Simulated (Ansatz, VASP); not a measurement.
One calculation of AlNi, two programs

```
Ni Al
1.0
     1.96421   -1.97889    0.00000
     1.96421    1.97889    0.00000
     0.00000    0.00000    3.14022
Ni Al
1 1
Direct
  0.50000 0.50000 0.50000
  0.00000 0.00000 0.00000
```

Alike in both runs: task single point; functional PBEsol; k mesh 10 × 10 × 9; occupations fermi-dirac, width 0.05 eV; collinear spin.

```csv
,VASP,Ansatz
version,VASP 6.6.1,Ansatz 0.2.0
potentials or method,"VASP PAW PBE potentials, release 64 (Ni, Al)",Ansatz PAW
plane-wave cutoff (eV),520,420
valence electrons in the cell,13,21
```

```tsv
	VASP	Ansatz	Ansatz less VASP
gap on the k mesh at the Fermi level (eV)	none	none	-
pressure (GPa)	-5.7	-5.8	-0.14
traceless stress, the component that is largest in VASP (GPa)	-4.38	-4.24	+0.139
net moment per atom (μB)	0.00	0.00	0.000
```

VASP's potentials were made for PBE, not for PBEsol. A gap of «none» marks a metal or a gap that the smearing closes. VASP's potentials hold 13 valence electrons a cell and Ansatz's 21, so a difference there can come from the potentials and not from the codes.
